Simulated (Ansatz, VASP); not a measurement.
One calculation of N, two programs

The input INCAR:

```
SYSTEM = N
ALGO = Normal
EDIFF = 1E-7
ENCUT = 520
GGA = PS
ISIF = 2
ISMEAR = 0
LASPH = .TRUE.
LCHARG = .FALSE.
LREAL = .FALSE.
LWAVE = .FALSE.
NBANDS = 18
NELM = 80
PREC = Accurate
SIGMA = 0.05
```

KPOINTS

```
k-points
0
G
  6 6 6
  0 0 0
```

POSCAR

```
N
1.0
    4.3994223922      0.0000000000      0.0000000000
    0.0000000000      4.3994223922      0.0000000000
    0.0000000000      0.0000000000      4.6069683823
N
4
Direct
    0.9042752000      0.9042752000      0.0000000000
    0.5957248000      0.4042752000      0.5000000000
    0.0957248000      0.0957248000      0.0000000000
    0.4042752000      0.5957248000      0.5000000000
```

Input for Ansatz:

```yaml
crystal:
  lattice:
    - [4.3994223922, 0.0, 0.0]
    - [0.0, 4.3994223922, 0.0]
    - [0.0, 0.0, 4.6069683823]
  atoms:
    - { symbol: "N", position: [0.9042752, 0.9042752, 0.0] }
    - { symbol: "N", position: [0.5957248, 0.4042752, 0.5] }
    - { symbol: "N", position: [0.0957248, 0.0957248, 0.0] }
    - { symbol: "N", position: [0.4042752, 0.5957248, 0.5] }
basis:
  ecutwfc: 420
kpoints:
  mp_grid: { grid: [6, 6, 6] }
hamiltonian:
  xc: pbesol
scf:
  occupations: { method: gaussian, width: 0.05 }
output:
  forces: true
  stress: true
  eigenvalues: true
```

Alike in both runs: task single point; functional PBEsol; k mesh 6 × 6 × 6; occupations gaussian, width 0.05 eV; no spin polarisation.

```csv
,VASP,Ansatz
version,VASP 6.6.1,Ansatz 0.2.0
potentials or method,"VASP PAW PBE potentials, release 64 (N), cutoff 520 eV","scalar-relativistic, plane waves, PAW"
valence electrons in the cell,20,20
```

```csv
,VASP,Ansatz,Ansatz less VASP
gap on the k mesh at the Fermi level (eV),5.89,5.93,+0.038
least direct gap on the mesh (eV),5.89,5.93,+0.038
pressure (GPa),-12.5,-13.1,-0.61
"traceless stress, the component that is largest in VASP (GPa)",12.98,13.71,+0.724
rms of the force components (eV/Å),5.205,5.502,+0.2971
```

VASP's potentials were made for PBE, not for PBEsol. Atom by atom the forces differ by 0.297 eV/Å (rms over components). With one functional, cell and mesh, what is left measures potentials, basis and numerics.

Noted on VASP's run: the standard files for N, O and F lose accuracy on very short bonds.
